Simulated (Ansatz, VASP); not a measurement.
## Sc3Al: VASP beside Ansatz

```
CELL_PARAMETERS angstrom
4.33653 0.00000 0.00000
0.00000 4.33653 0.00000
0.00000 0.00000 4.33653
ATOMIC_POSITIONS crystal
Sc 0.50000 0.00000 0.50000
Sc 0.00000 0.50000 0.50000
Sc 0.50000 0.50000 0.00000
Al 0.00000 0.00000 0.00000
```

Alike in both runs: task single point; functional r2SCAN; k mesh 10 × 10 × 10; occupations gaussian, width 0.1 eV; no spin polarisation.

|  | VASP | Ansatz |
| --- | --- | --- |
| version | VASP 6.6.1 | Ansatz 0.2.0 |
| potentials or method | VASP PAW PBE potentials, release 64 (Sc_sv, Al), cutoff 520 eV | scalar-relativistic, plane waves, PAW |
| valence electrons in the cell | 36 | 36 |

Ansatz gave:

```
gap on the k mesh at the Fermi level (eV) : none
pressure (GPa)                            : 4.5
```

Q: Estimate VASP's values.

A: gap on the k mesh at the Fermi level (eV): none; pressure (GPa): 4.7.

VASP's potentials were made for PBE, not for r2SCAN. A gap of «none» marks a metal or a gap that the smearing closes.
